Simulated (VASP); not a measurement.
A run of VASP 6.6.1:

File INCAR:

```
SYSTEM = NiNF3
ALGO = Normal ; EDIFF = 1E-6
ENCUT = 520 ; GGA = PE
ISIF = 2 ; ISMEAR = 1
ISPIN = 2 ; LASPH = .True.
LCHARG = .False. ; LDAU = .True.
LDAUJ = 0 0 0 ; LDAUL = 2 -1 -1
LDAUPRINT = 1 ; LDAUTYPE = 2
LDAUU = 4 0 0 ; LMAXMIX = 4
LORBIT = 11 ; LREAL = .False.
LWAVE = .False. ; MAGMOM = 1.5 0 0 0 0
NBANDS = 30 ; NELM = 150
PREC = Accurate ; SIGMA = 0.1
```

KPOINTS

```
k-points
0
Gamma
  6 6 6
  0 0 0
```

The input POSCAR:

```
NiNF3
1.0
    3.9288370000      0.0000000000      0.0000000000
    0.0000000000      3.9288370000      0.0000000000
    0.0000000000      0.0000000000      3.9288370000
Ni N F
1 1 3
Direct
    0.5000000000      0.5000000000      0.5000000000
    0.0000000000      0.0000000000      0.0000000000
    0.0000000000      0.5000000000      0.5000000000
    0.5000000000      0.5000000000      0.0000000000
    0.5000000000      0.0000000000      0.5000000000
```

Potentials or basis: VASP PAW PBE potentials, release 64 (Ni, N, F).

Run with:

```sh
$ cat potpaw_PBE.64/Ni/POTCAR potpaw_PBE.64/N/POTCAR potpaw_PBE.64/F/POTCAR > POTCAR
$ mpirun -np 1 vasp_std > vasp.out
```

Hardware: 1 thread of Intel Xeon 6975P-C (shared host).

**Question.** How long does it take, and how much memory?

**Answer.** Run time: 2.1 min on 1 thread of Intel Xeon 6975P-C, on a shared host, peak memory 0.22 GiB. Counts: scf iterations 30, k points 20.
